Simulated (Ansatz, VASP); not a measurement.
**Two plane-wave programs on HfC**

File INCAR:

```
PREC = Accurate
ENCUT = 520
EDIFF = 1E-6
ISMEAR = 0
SIGMA = 0.1
LREAL = False
LASPH = True
NELM = 80
ALGO = Normal
ISIF = 2
LWAVE = False
LCHARG = True
GGA = PS
LELF = True
LVHAR = True
NBANDS = 14
```

File KPOINTS:

```
regular mesh
0
Gamma
  16 16 16
```

POSCAR

```
HfC
1.0
    0.0000000000      2.2718040000      2.2718040000
    2.2718040000      0.0000000000      2.2718040000
    2.2718040000      2.2718040000      0.0000000000
Hf C
1 1
Direct
    0.5000000000      0.5000000000      0.5000000000
    0.0000000000      0.0000000000      0.0000000000
```

Input for Ansatz:

```yaml
crystal:
  lattice:
    - [0.0, 2.271804, 2.271804]
    - [2.271804, 0.0, 2.271804]
    - [2.271804, 2.271804, 0.0]
  atoms:
    - { symbol: Hf, position: [0.5, 0.5, 0.5] }
    - { symbol: C, position: [0.0, 0.0, 0.0] }
basis:
  ecutwfc: 420
kpoints:
  mp_grid: { grid: [16, 16, 16] }
hamiltonian:
  xc: pbesol
scf:
  occupations: { method: gaussian, width: 0.1 }
output:
  forces: true
  stress: true
  eigenvalues: true
  populations: true
```

Alike in both runs: task single point; functional PBEsol; k mesh 16 × 16 × 16; occupations gaussian, width 0.1 eV; no spin polarisation.

|  | VASP | Ansatz |
| --- | --- | --- |
| version | VASP 6.6.1 | Ansatz 0.2.0 |
| potentials or method | VASP PAW PBE potentials, release 64 (Hf_pv, C), cutoff 520 eV | scalar-relativistic, plane waves, PAW |
| valence electrons in the cell | 14 | 30 |

|  | VASP | Ansatz | Ansatz less VASP |
| --- | --- | --- | --- |
| gap on the k mesh at the Fermi level (eV) | none | none | - |
| pressure (GPa) | 11.1 | 11.2 | +0.08 |

VASP's potentials were made for PBE, not for PBEsol. A gap of «none» marks a metal or a gap that the smearing closes. VASP's potentials hold 14 valence electrons a cell and Ansatz's 30, so a difference there can come from the potentials and not from the codes.

Neither program's run includes spin-orbit coupling.
